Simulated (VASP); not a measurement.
Input of a VASP 6.6.1 run:

Contents of INCAR:

```
  ALGO = Normal
  EDIFF = 1E-7
  EDIFFG = -0.01
  ENCUT = 600
  GGA = PS
  IBRION = 2
  ISIF = 3
  ISMEAR = -1
  LASPH = T
  LCHARG = F
  LREAL = F
  LWAVE = F
  NELM = 80
  NSW = 80
  PREC = Accurate
  SIGMA = 0.05
```

KPOINTS

```
k-points
0
Gamma
  7 7 4
```

File POSCAR:

```
Mg
1.0
    3.2093000000      0.0000000000      0.0000000000
   -1.6046500000      2.7793350000      0.0000000000
    0.0000000000      0.0000000000      5.2103000000
Mg
2
Direct
    0.3333333333      0.6666666667      0.2500000000
    0.6666666667      0.3333333333      0.7500000000
```

Potentials or basis: VASP PAW PBE potentials, release 64 (Mg).

Launch:

```sh
$ cat potpaw_PBE.64/Mg/POTCAR > POTCAR
$ mpirun -np 1 vasp_std > vasp.out
```

What does it give for the space group after relaxing (to 0.05 Å)?

P6_3/mmc (No. 194).

Estimate the band gap on the k mesh.

zero (band 2 reaches 3.36 eV, above the bottom of band 3 at 0.95 eV).

Estimate the relaxed cell.

a = 3.130 Å, b = 3.130 Å, c = 5.348 Å, α = 90.00°, β = 90.00°, γ = 120.00°.

Predict the relaxed volume.

22.68 Å³/atom.

Step by step:
| step | energy change (eV) | largest force (eV/Å) | pressure (GPa) | volume (Å³) |
| --- | --- | --- | --- | --- |
| 1 | 0.0000 | 0.0000 | -0.98 | 46.47 |
| 2 | -0.0113 | 0.0000 | -0.25 | 45.52 |
| 3 | -0.0135 | 0.0000 | 0.20 | 45.00 |
| 4 | -0.0138 | 0.0000 | 0.42 | 44.77 |
| 5 | -0.0153 | 0.0000 | 0.15 | 45.12 |
| 6 | -0.0158 | 0.0000 | -0.13 | 45.48 |
| 7 | -0.0158 | 0.0000 | -0.08 | 45.42 |
| 8 | -0.0158 | 0.0000 | -0.09 | 45.43 |
| 9 | -0.0159 | 0.0000 | -0.02 | 45.35 |
| 10 | -0.0159 | 0.0000 | -0.03 | 45.37 |

Caveat: the PAW data sets were made with another functional, which shifts forces and pressure a little.
